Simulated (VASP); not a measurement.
Here is a VASP 6.6.1 calculation.

INCAR

```
PREC = Accurate
ENCUT = 520
EDIFF = 1E-6
ISMEAR = 0
SIGMA = 0.02
LREAL = F
LASPH = T
NELM = 80
ALGO = Normal
ISIF = 2
LWAVE = F
LCHARG = T
GGA = PE
LELF = T
LVHAR = T
NBANDS = 26
```

KPOINTS

```
Automatic mesh
0
Gamma
  12 12 6
```

File POSCAR:

```
ZnO
1.0
    3.2596129268      0.0000000000      0.0000000000
   -1.6298064634      2.8229076011      0.0000000000
    0.0000000000      0.0000000000      5.3990978281
Zn O
2 2
Direct
    0.6666666645      0.3333333355      0.5035731408
    0.3333333355      0.6666666645      0.0035731408
    0.6666666676      0.3333333324      0.8767368592
    0.3333333324      0.6666666676      0.3767368592
```

Potentials or basis: VASP PAW PBE potentials, release 64 (Zn, O).

Run with:

```console
$ cat potpaw_PBE.64/Zn/POTCAR potpaw_PBE.64/O/POTCAR > POTCAR
$ mpirun -np 1 vasp_std > vasp.out
```

Question: Predict the pressure.

Answer: -0.1 GPa.

Question: Estimate the largest force.

Answer: 0.007 eV/Å.

Question: What does it give for the band gap on the k mesh?

Answer: 0.68 eV, direct.

Stress tensor (GPa, compression positive):
```
 0.86  0.00  0.00
 0.00  0.86  0.00
 0.00  0.00 -2.16
```
